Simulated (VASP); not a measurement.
# ZnO (P6_3mc) in VASP: relaxation of cell and atoms with r2SCAN

Aim: the relaxation of cell and atoms of ZnO with r2SCAN.

Program: VASP 6.6.1. These are calculated values, not measurements. Logs are shortened: lines on timing, memory, paths and dates and some standing lists are left out, and cuts for length are marked.

**1. The cell of the first run**

Symmetry: P6_3mc, No. 186, hexagonal system. Conventional cell: a = 3.278 Å, b = 3.278 Å, c = 5.098 Å, α = 90.00°, β = 90.00°, γ = 120.00°. Zn (site symmetry 3m) has 4 O at 1.97 to 1.99 Å within 2.6 Å. O (site symmetry 3m) has 4 Zn at 1.97 to 1.99 Å within 2.6 Å.

**2. Relaxation of cell and atoms, r2SCAN**

File POSCAR:

```
ZnO
1.0
    3.2775636040      0.0000000000      0.0000000000
   -1.6387818020      2.8384533436      0.0000000000
    0.0000000000      0.0000000000      5.0981058293
Zn O
2 2
Direct
    0.3333333333      0.6666666667     -0.0018230057
    0.6666666667      0.3333333333      0.4981769943
    0.3333333333      0.6666666667      0.3882530057
    0.6666666667      0.3333333333      0.8882530057
```

File INCAR.step1:

```
PREC = Accurate
ENCUT = 600
ISMEAR = 0
SIGMA = 0.02
LREAL = F
LASPH = T
NELM = 60
GGA = PE
ALGO = Normal
EDIFF = 1E-4
LWAVE = T
LCHARG = F
```

File INCAR.step2:

```
PREC = Accurate
ENCUT = 600
EDIFF = 1E-6
ISMEAR = 0
SIGMA = 0.02
LREAL = F
LASPH = T
NELM = 60
ALGO = Normal
ISIF = 3
LWAVE = F
LCHARG = F
METAGGA = R2SCAN
LMIXTAU = T
IBRION = 2
NSW = 80
EDIFFG = -0.01
ISTART = 1
```

File KPOINTS:

```
regular mesh
0
Gamma
  12 12 6
```

Potentials or basis: VASP PAW PBE potentials, release 64 (Zn, O).

The run is started by

```bash
$ cat potpaw_PBE.64/Zn/POTCAR potpaw_PBE.64/O/POTCAR > POTCAR
$ cp INCAR.step1 INCAR
$ mpirun -np 1 vasp_std > vasp.out
$ cp INCAR.step2 INCAR
$ mpirun -np 1 vasp_std > vasp.out
```

OUTCAR:

```text
PREC = Accurate
   ENCUT = 600
   EDIFF = 1E-6
   ISMEAR = 0
   LREAL = F
   LASPH = T
   NELM = 60
   ISIF = 3
   METAGGA = R2SCAN
   IBRION = 2
   NSW = 80
   EDIFFG = -0.01
   ISTART = 1

 ion  position               nearest neighbor table
   1  0.333  0.667  0.998-   4 1.97   4 1.97   4 1.97   3 1.99
   2  0.667  0.333  0.498-   3 1.97   3 1.97   3 1.97   4 1.99
   3  0.333  0.667  0.388-   2 1.97   2 1.97   2 1.97   1 1.99
   4  0.667  0.333  0.888-   1 1.97   1 1.97   1 1.97   2 1.99

  LATTYP: Found a hexagonal cell.
 ALAT       =     3.2775636040
 C/A-ratio  =     1.5554559561

  Lattice vectors:

 A1 = (   3.2775636040,   0.0000000000,   0.0000000000)
 A2 = (  -1.6387818020,   2.8384533436,   0.0000000000)
 A3 = (   0.0000000000,   0.0000000000,   5.0981058293)

Analysis of symmetry for initial positions (statically):
=====================================================================
 Subroutine PRICEL returns:
 Original cell was already a primitive cell.

 Routine SETGRP: Setting up the symmetry group for a
 hexagonal supercell.

 Subroutine GETGRP returns: Found 12 space group operations
 (whereof  6 operations were pure point group operations)
 out of a pool of 24 trial point group operations.

The static configuration has the point symmetry C_3v.
 The point group associated with its full space group is C_6v.

Analysis of symmetry for dynamics (positions and initial velocities):
=====================================================================
 Subroutine PRICEL returns:
 Original cell was already a primitive cell.

 Routine SETGRP: Setting up the symmetry group for a
 hexagonal supercell.

 Subroutine GETGRP returns: Found 12 space group operations
 (whereof  6 operations were pure point group operations)
 out of a pool of 24 trial point group operations.

The dynamic configuration has the point symmetry C_3v.
 The point group associated with its full space group is C_6v.

 Subroutine INISYM returns: Found 12 space group operations
 (whereof  6 operations are pure point group operations),
 and found     1 'primitive' translations

----------------------------------------------------------------------------------------

                                     Primitive cell

  volume of cell :      47.4288

  direct lattice vectors                    reciprocal lattice vectors
     3.277563604  0.000000000  0.000000000     0.305104682  0.176152270  0.000000000
    -1.638781802  2.838453344  0.000000000     0.000000000  0.352304540  0.000000000
     0.000000000  0.000000000  5.098105829     0.000000000  0.000000000  0.196151283

  length of vectors
     3.277563604  3.277563604  5.098105829     0.352304540  0.352304540  0.196151283

  position of ions in fractional coordinates (direct lattice)
     0.333333333  0.666666667  0.998176994
     0.666666667  0.333333333  0.498176994
     0.333333333  0.666666667  0.388253006
     0.666666667  0.333333333  0.888253006

  ion indices of the primitive-cell ions
   primitive index   ion index
                 1           1
                 2           2
                 3           3
                 4           4

----------------------------------------------------------------------------------------

 KPOINTS: regular mesh

Automatic generation of k-mesh.
 Grid dimensions read from file:
 generate k-points for:   12   12    6

 Generating k-lattice:

  Cartesian coordinates                     Fractional coordinates (reciprocal lattice)
     0.025425390  0.014679356  0.000000000     0.083333333  0.000000000  0.000000000
     0.000000000  0.029358712  0.000000000     0.000000000  0.083333333  0.000000000
     0.000000000  0.000000000  0.032691881     0.000000000  0.000000000  0.166666667

  Length of vectors
     0.029358712  0.029358712  0.032691881

  Shift w.r.t. Gamma in fractional coordinates (k-lattice)
     0.000000000  0.000000000  0.000000000

 Subroutine IBZKPT returns following result:
 ===========================================

 Found     76 irreducible k-points:

 Following reciprocal coordinates:
            Coordinates               Weight
  0.000000  0.000000  0.000000      1.000000
  0.083333  0.000000  0.000000      6.000000
  0.166667 -0.000000  0.000000      6.000000
  0.250000 -0.000000  0.000000      6.000000
  0.333333  0.000000  0.000000      6.000000
  0.416667 -0.000000  0.000000      6.000000
[... 16 lines left out ...]
  0.250000 -0.000000  0.166667     12.000000
  0.333333  0.000000  0.166667     12.000000
 [... further k-points ...]
   k-points           NKPTS =     76   k-points in BZ     NKDIM =     76   number of bands    NBANDS=     22
   number of dos      NEDOS =    301   number of ions     NIONS =      4
   total plane-waves  NPLWV =  32928
   dimension x,y,z NGX =    28 NGY =   28 NGZ =   42
   dimension x,y,z NGXF=    56 NGYF=   56 NGZF=   84
   ions per type =               2   2
   NGX,Y,Z   is equivalent  to a cutoff of  14.20, 14.20, 13.70 a.u.
   NGXF,Y,Z  is equivalent  to a cutoff of  28.40, 28.40, 27.39 a.u.
 SYSTEM =  unknown system
   PREC   = accura    normal or accurate (medium, high low for compatibility)
   ISTART =      1    job   : 0-new  1-cont  2-samecut
   ICHARG =      0    charge: 1-file 2-atom 10-const
   ISPIN  =      1    spin polarized calculation?
   LNONCOLLINEAR =      F non collinear calculations
   LSORBIT =      F    spin-orbit coupling
   LASPH  =      T    aspherical Exc in radial PAW
   ENCUT  =  600.0 eV  44.10 Ry    6.64 a.u.   6.55  6.55 10.18*2*pi/ulx,y,z
   NELM   =     60;   NELMIN=  2; NELMDL=  0     # of ELM steps
   EDIFF  = 0.1E-05   stopping-criterion for ELM
   LREAL  =      F    real-space projection
   EDIFFG = -.1E-01   stopping-criterion for IOM
   NSW    =     80    number of steps for IOM
   IBRION =      2    ionic relax: 0-MD 1-quasi-New 2-CG
   NFREE  =      1    steps in history (QN), initial steepest desc. (CG)
   ISIF   =      3    stress and relaxation
   ISYM   =      2    0-nonsym 1-usesym 2-fastsym
   POTIM  = 0.5000    time-step for ionic-motion
   TEBEG  =    0.0;   TEEND  =   0.0 temperature during run
   PSTRESS=    0.0 pullay stress
   NELECT =      36.0000    total number of electrons
   NUPDOWN=      -1.0000    fix difference up-down
   EMIN   =  10.00;   EMAX   =-10.00  energy-range for DOS
   EFERMI =   0.00;   METHOD = LEGACY
   ISMEAR =     0;   SIGMA  =   0.02  broadening in eV -4-tet -1-fermi 0-gaus
   EFERMI_NEDOS =   21; number of points for ismear=-14 and -15
   IALGO  =     38    algorithm
   IMIX   =      4    mixing-type and parameters
     AMIX     =   0.40;   BMIX     =  1.00
     AMIX_MAG =   1.60;   BMIX_MAG =  1.00
  volume/ion in A,a.u.               =      11.86        80.02
  Fermi-wavevector in a.u.,A,eV,Ry     =   1.493351  2.822023 30.342294  2.230096
  Thomas-Fermi vector in A             =   2.605762
   LORBIT       =      0    0 simple, 1 ext, 2 COOP (PROOUT), +10 PAW based schemes
   METAGGA = R2SCAN    functional components
   LHFCALC =     F    Hartree Fock is set to
   AEXX    =    0.0000 exact exchange contribution
   IVDW    =     0    specifies the selected vdW correction
   LEPSILON=     F    determine dielectric tensor
   LRPA    =     F    only Hartree local field effects (RPA)
 conjugate gradient relaxation of ions
 non-spin polarized calculation
 Gauss-broadening in eV      SIGMA  =   0.02
  energy-cutoff  :      600.00
  volume of cell :       47.43
 maximum number of plane-waves:      1640
 NGX is ok and might be reduce to    28
   NGX = 13   NGY = 13   NGZ = 21

--------------------------------------- Ionic step        1  -------------------------------------------

 number of electron      36.0000000 magnetization

 Free energy of the ion-electron system (eV)
  ---------------------------------------------------
  ext. energy  EPLUGINS =         0.00000000
  ---------------------------------------------------
  free energy    TOTEN  =       -36.31222904 eV

  energy without entropy =      -36.31222904  energy(sigma->0) =      -36.31222904

------------------------ aborting loop because EDIFF is reached ----------------------------------------

  FORCE on cell =-STRESS in cart. coord.  units (eV):
  Direction    XX          YY          ZZ          XY          YZ          ZX
  --------------------------------------------------------------------------------------
  -------------------------------------------------------------------------------------
  Total       -0.2969940     -0.2969940      0.5976871      0.0000000      0.0000000      0.0000000
  in kB      -10.0326693    -10.0326693     20.1902969      0.0000000      0.0000000      0.0000000
  external PRESSURE =       0.0416528 kB  Pullay stress =       0.0000000 kB
[... 95 lines left out ...]
  FREE ENERGIE OF THE ION-ELECTRON SYSTEM (eV)
  ---------------------------------------------------
  free  energy   TOTEN  =       -36.3171659633 eV

  energy  without entropy=      -36.3171659633  energy(sigma->0) =      -36.31716596

[... ionic steps 4 to 8 ...]

--------------------------------------- Ionic step        9  -------------------------------------------

 number of electron      35.9999988 magnetization

------------------------ aborting loop because EDIFF is reached ----------------------------------------

  FORCE on cell =-STRESS in cart. coord.  units (eV):
  Direction    XX          YY          ZZ          XY          YZ          ZX
  --------------------------------------------------------------------------------------
  -------------------------------------------------------------------------------------
  Total        0.1189771      0.1189771      0.0257875      0.0000000     -0.0000000      0.0000000
  in kB        4.0236414      4.0236414      0.8720970      0.0000000     -0.0000000      0.0000000
  external PRESSURE =       2.9731266 kB  Pullay stress =       0.0000000 kB
[... 61 lines left out ...]
  energy  without entropy=      -36.3250170037  energy(sigma->0) =      -36.32501700

--------------------------------------- Ionic step       11  -------------------------------------------

 number of electron      35.9999990 magnetization

 Free energy of the ion-electron system (eV)
  ---------------------------------------------------
  ext. energy  EPLUGINS =         0.00000000
  ---------------------------------------------------
  free energy    TOTEN  =       -36.32502920 eV

  energy without entropy =      -36.32502920  energy(sigma->0) =      -36.32502920

 E-fermi :   0.9712     XC(G=0): -11.6771

 val. band max:        0.8715946712   @ k =   0.0000   0.0000   0.0000
 cond. band min:       2.0970733021   @ k =   0.0000   0.0000   0.0000
 fundamental gap:      1.2254786309
 Fermi energy:         0.9712204613

 k-point     1 :       0.0000    0.0000    0.0000
  band No.  band energies     occupation
      1     -18.2334      2.00000
      2     -17.5479      2.00000
      3      -4.9586      2.00000
      4      -4.9585      2.00000
      5      -4.9175      2.00000
      6      -4.8549      2.00000
[... 574 lines left out ...]
      6      -4.5550      2.00000
[... 14 lines left out ...]
     21       9.8391      0.00000
     22      10.4211      0.00000

 [... further k-points ...]

------------------------ aborting loop because EDIFF is reached ----------------------------------------

  FORCE on cell =-STRESS in cart. coord.  units (eV):
  Direction    XX          YY          ZZ          XY          YZ          ZX
  --------------------------------------------------------------------------------------
  -------------------------------------------------------------------------------------
  Total        0.0051958      0.0051958      0.0321635      0.0000000      0.0000000      0.0000000
  in kB        0.1753560      0.1753560      1.0855112      0.0000000      0.0000000      0.0000000
  external PRESSURE =       0.4787411 kB  Pullay stress =       0.0000000 kB
[... 19 lines left out ...]
  FREE ENERGIE OF THE ION-ELECTRON SYSTEM (eV)
  ---------------------------------------------------
  free  energy   TOTEN  =       -36.3250291980 eV

  energy  without entropy=      -36.3250291980  energy(sigma->0) =      -36.32502920

 reached required accuracy - stopping structural energy minimisation
```

Wall time 29 min (1 thread of AMD EPYC 9R45 (Zen 5), shared host); peak memory 0.22 GiB.

What came out:

```
Free energy                           : -36.3250 eV
Relaxed volume                        : 11.87 Å³/atom
Relaxed cell                          : a = 3.238 Å, b = 3.238 Å, c = 5.229 Å, α = 90.00°, β = 90.00°, γ = 120.00°
Space group after relaxing (to 0.1 Å) : P6_3mc (No. 186)
Energy gained by relaxing             : 3.2 meV/atom
Ionic steps                           : 11
Pressure after relaxing               : 0.0 GPa
Largest force after relaxing          : 0.006 eV/Å
Band gap on the k mesh                : 1.23 eV
```

Forces on the atoms (eV/Å):
```
Zn   0.000  0.000 -0.006
Zn   0.000  0.000 -0.006
O    0.000  0.000  0.006
O    0.000  0.000  0.006
```

Step by step:
```csv
step,energy change (eV),largest force (eV/Å),pressure (GPa),volume (Å³)
1,0.0000,0.0242,0.00,47.43
2,-0.0044,0.1061,0.04,47.43
3,-0.0049,0.1438,0.07,47.43
4,-0.0088,0.0996,-0.02,47.47
5,-0.0119,0.0688,-0.32,47.58
6,-0.0125,0.0018,-0.17,47.54
7,-0.0126,0.0114,-0.22,47.55
8,-0.0126,0.0139,-0.24,47.56
9,-0.0127,0.0044,0.30,47.38
10,-0.0128,0.0035,0.13,47.44
11,-0.0128,0.0065,0.05,47.47
```

Final structure:
```
Zn O
1.0
     3.23775    0.00000    0.00000
    -1.61887    2.80397    0.00000
     0.00000    0.00000    5.22906
Zn O
2 2
Direct
  0.33333 0.66667 0.00390
  0.66667 0.33333 0.50390
  0.33333 0.66667 0.38253
  0.66667 0.33333 0.88253
```

Caveat: the PAW data sets were made with another functional, which shifts forces and pressure a little.
